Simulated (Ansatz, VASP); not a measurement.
# Two plane-wave programs on AlFe

```
Al Fe
1.0
     2.64167    0.00000    0.00000
     0.00000    2.64167    0.00000
     0.00000    0.00000    3.82779
Al Fe
1 1
Direct
  0.00000 0.00000 0.00000
  0.50000 0.50000 0.50000
```

Alike in both runs: task single point; functional PBEsol; k mesh 18 × 18 × 18; occupations gaussian, width 0.15 eV; collinear spin.

|  | VASP | Ansatz |
| --- | --- | --- |
| version | VASP 6.6.1 | Ansatz 0.2.0 |
| potentials or method | VASP PAW PBE potentials, release 64 (Al, Fe), cutoff 520 eV | scalar-relativistic, plane waves, PAW |
| valence electrons in the cell | 11 | 19 |

Ansatz gave:

* gap on the k mesh at the Fermi level (eV): none
* pressure (GPa): -11.7
* traceless stress, the component that is largest in VASP (GPa): -3.77
* net moment per atom (μB): 0.92
* size of the moment on the site where the two differ most (μB): 0.07

Estimate VASP's values.

gap on the k mesh at the Fermi level (eV): none; pressure (GPa): -11.6; traceless stress, the component that is largest in VASP (GPa): -3.93; net moment per atom (μB): 0.91; size of the moment on the site where the two differ most (μB): 0.04.

VASP's potentials were made for PBE, not for PBEsol. Site moments also hang on the region over which each program counts them. A gap of «none» marks a metal or a gap that the smearing closes. With one functional, cell and mesh, what is left measures potentials, basis and numerics. VASP's potentials hold 11 valence electrons a cell and Ansatz's 19, so a difference there can come from the potentials and not from the codes.
